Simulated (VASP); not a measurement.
Input of a VASP 6.6.1 run:

File INCAR:

```
  PREC = Accurate
  ENCUT = 500
  EDIFF = 1E-6
  ISMEAR = -1
  SIGMA = 0.05
  LREAL = False
  LASPH = True
  NELM = 120
  ALGO = Normal
  ISIF = 2
  LWAVE = False
  LCHARG = False
  GGA = PS
  NBANDS = 20
  GGA_COMPAT = False
```

File KPOINTS:

```
Automatic mesh
0
Gamma
  7 7 7
```

File POSCAR:

```
GaGe
1.0
    0.0000000000      2.8690420394      2.8690420394
    2.8690420394      0.0000000000      2.8690420394
    2.8690420394      2.8690420394      0.0000000000
Ga Ge
1 1
Direct
    0.0000000000      0.0000000000      0.0000000000
    0.2500000000      0.2500000000      0.2500000000
```

Potentials or basis: VASP PAW PBE potentials, release 64 (Ga_d, Ge_d).

Run with:

```bash
$ cat potpaw_PBE.64/Ga_d/POTCAR potpaw_PBE.64/Ge_d/POTCAR > POTCAR
$ mpirun -np 1 vasp_std > vasp.out
```

(1) What does it give for the pressure?

Results:

(1) -1.0 GPa.

Caveat: the PAW data sets were made with another functional, which shifts forces and pressure a little.
